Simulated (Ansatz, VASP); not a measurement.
# Ge in VASP and in Ansatz

Contents of POSCAR:

```
Ge
1.0
    4.1155181624      0.0000000000      0.0000000000
   -2.0577590812      3.5641432784      0.0000000000
    0.0000000000      0.0000000000      6.7017516230
Ge
4
Direct
    0.6666666667      0.3333333333      0.0629814339
    0.3333333333      0.6666666667      0.5629814339
    0.6666666667      0.3333333333      0.4370185661
    0.3333333333      0.6666666667      0.9370185661
```

The input INCAR.step1:

```
ALGO = Normal
EDIFF = 1E-4
ENCUT = 520
GGA = PE
ISMEAR = 0
LASPH = T
LCHARG = F
LREAL = F
LWAVE = T
NBANDS = 36
NELM = 80
PREC = Accurate
SIGMA = 0.03
```

File INCAR.step2:

```
ALGO = Normal
EDIFF = 1E-7
ENCUT = 520
ISIF = 2
ISMEAR = 0
ISTART = 1
LASPH = T
LCHARG = T
LELF = T
LMIXTAU = T
LREAL = F
LVHAR = T
LWAVE = F
METAGGA = R2SCAN
NBANDS = 36
NELM = 80
PREC = Accurate
SIGMA = 0.03
```

File KPOINTS:

```
k-points
0
Gamma
  12 12 6
```

Input for Ansatz:

```yaml
crystal:
  lattice:
    - [4.1155181624, 0.0, 0.0]
    - [-2.0577590812, 3.5641432784, 0.0]
    - [0.0, 0.0, 6.701751623]
  atoms:
    - { symbol: Ge, position: [0.6666666667, 0.3333333333, 0.0629814339] }
    - { symbol: Ge, position: [0.3333333333, 0.6666666667, 0.5629814339] }
    - { symbol: Ge, position: [0.6666666667, 0.3333333333, 0.4370185661] }
    - { symbol: Ge, position: [0.3333333333, 0.6666666667, 0.9370185661] }
basis:
  ecutwfc: 500
kpoints:
  mp_grid: { grid: [12, 12, 6] }
hamiltonian:
  xc: r2scan
scf:
  occupations: { method: gaussian, width: 0.03 }
output:
  forces: true
  stress: true
  eigenvalues: true
```

Change from the starting cell: strain +0.030 along x and y, +0.015 along z, atoms carried along.

Alike in both runs: task single point; functional r2SCAN; k mesh 12 × 12 × 6; occupations gaussian, width 0.03 eV; no spin polarisation.

|  | VASP | Ansatz |
| --- | --- | --- |
| version | VASP 6.6.1 | Ansatz 0.2.0 |
| potentials or method | VASP PAW PBE potentials, release 64 (Ge_d), cutoff 520 eV | scalar-relativistic, plane waves, PAW |
| valence electrons in the cell | 56 | 56 |

```tsv
	VASP	Ansatz	Ansatz less VASP
gap on the k mesh at the Fermi level (eV)	none	none	-
pressure (GPa)	-4.3	-4.3	-0.03
traceless stress, the component that is largest in VASP (GPa)	1.40	1.43	+0.021
rms of the force components (eV/Å)	0.070	0.070	-0.0001
```

VASP's potentials were made for PBE, not for r2SCAN. Atom by atom the forces differ by 0.000 eV/Å (rms over components). A gap of «none» marks a metal or a gap that the smearing closes.
